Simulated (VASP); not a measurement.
**Ir: single point with LDA**

Crystal: Ir.

```
Ir
1.0
     0.00000    1.90547    1.90547
     1.90547    0.00000    1.90547
     1.90547    1.90547    0.00000
Ir
1
Direct
  0.00000 0.00000 0.00000
```

* Program: VASP 6.6.1
* Task: single point
* Functional: LDA
* Potentials or basis: VASP PAW LDA potentials, release 64 (Ir_sv_GW)
* Cutoff: 500 eV
* k mesh: 22 × 22 × 22
* Occupations: methfessel-paxton, width 0.1 eV
* Spin: no spin polarisation

- Pressure: -1.7 GPa
- Band gap on the k mesh: zero (an odd number of electrons rules out a gap without spin polarisation)

Levels at points of the mesh, in eV from the Fermi level:
```
           k point  band 6  band 7  band 8  band 9  band 10  band 11
(0.00, 0.00, 0.00)   -4.01   -4.01   -4.01   -1.20    -1.20    13.61
(0.50, 0.00, 0.00)   -4.11   -4.11   -0.72    0.98     0.98     7.55
(0.50, 0.50, 0.00)   -7.57    0.96    1.57    1.57     1.77    10.90
```

Wall time 42 s on 1 thread of AMD EPYC 7R13 Processor (Zen 3) (shared host), peak memory 0.14 GiB.

Caveat: spin-orbit coupling is left out, which moves the levels of the heavy elements.
